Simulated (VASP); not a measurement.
Zr12N (a cell with a defect), 13 atoms in the cell. The cell holds a defect, 13 atoms: a = 6.460 Å, b = 9.690 Å, c = 5.145 Å, α = 90.00°, β = 90.00°, γ = 120.00°. 

| Property | Result |
| --- | --- |
| Program | VASP 6.6.1 |
| Task | single point |
| Functional | LDA |
| Potentials or basis | VASP PAW LDA potentials, release 64 (Zr_sv, N) |
| Cutoff | 520 eV |
| k mesh | 3 × 2 × 3 |
| Occupations | fermi-dirac, width 0.1 eV |
| Spin | no spin polarisation |
| Dipole correction | no |
| Further INCAR settings | ALGO = Normal; EDIFF = 1e-06; NBANDS = 86 |

Potentials or basis: VASP PAW LDA potentials, release 64 (Zr_sv, N).

Command:

```sh
$ cat potpaw_LDA.64/Zr_sv/POTCAR potpaw_LDA.64/N/POTCAR > POTCAR
$ mpirun -np 1 vasp_std > vasp.out
```

Hardware: 1 thread of Intel(R) Xeon(R) Platinum 8488C (Sapphire Rapids) (shared host).

Estimate the wall time of this run.

Wall time 5.2 min on 1 thread of Intel(R) Xeon(R) Platinum 8488C (Sapphire Rapids) (shared host), peak memory 0.37 GiB. Counts: scf iterations 17, k points 10.
